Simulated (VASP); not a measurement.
NaScTe2:

```xyz
4
Lattice="4.5004 0.0000 0.0000 0.0000 4.5004 0.0000 0.0000 0.0000 6.3645" Properties=species:S:1:pos:R:3 pbc="T T T"
Na    0.0000    0.0000    0.0000
Te    0.0000    0.0000    3.1822
Te    2.2502    2.2502    0.0000
Sc    2.2502    2.2502    3.1822
```

| Quantity | Value |
| --- | --- |
| Program | VASP 6.6.1 |
| Task | relaxation of cell and atoms |
| Functional | PBEsol |
| Potentials or basis | VASP PAW PBE potentials, release 64 (Na_pv, Te, Sc_sv) |
| Cutoff | 600 eV |
| k mesh | 6 × 6 × 4 |
| Occupations | fermi-dirac, width 0.03 eV |
| Spin | no spin polarisation |

At the start: pressure -6.3 GPa; volume 32.23 Å³/atom.

**Question.** How do energy, volume and symmetry change on relaxing?

**Answer.** Over 4 steps the energy falls by 141.0 meV/atom and the volume is 26.46 Å³/atom (-17.9 %); space group P4/mmm (No. 123, to 0.1 Å) before and after.

Step by step:
| step | energy change (eV) | largest force (eV/Å) | pressure (GPa) | volume (Å³) |
| --- | --- | --- | --- | --- |
| 1 | 0.0000 | 0.0000 | -6.31 | 128.90 |
| 2 | -0.5628 | 0.0000 | -0.38 | 106.61 |
| 3 | -0.5638 | 0.0000 | -0.01 | 105.82 |
| 4 | -0.5638 | 0.0000 | -0.02 | 105.83 |

Final structure:
```
Na Te Sc
1.0
     4.24930    0.00000    0.00000
     0.00000    4.24930    0.00000
     0.00000    0.00000    5.86118
Na Te Sc
1 2 1
Direct
  0.00000 0.00000 0.00000
  0.00000 0.00000 0.50000
  0.50000 0.50000 0.00000
  0.50000 0.50000 0.50000
```

Caveat: the volume moved by over 15 % at a fixed basis, so the end points are rough; the PAW data sets were made with another functional, which shifts forces and pressure a little.
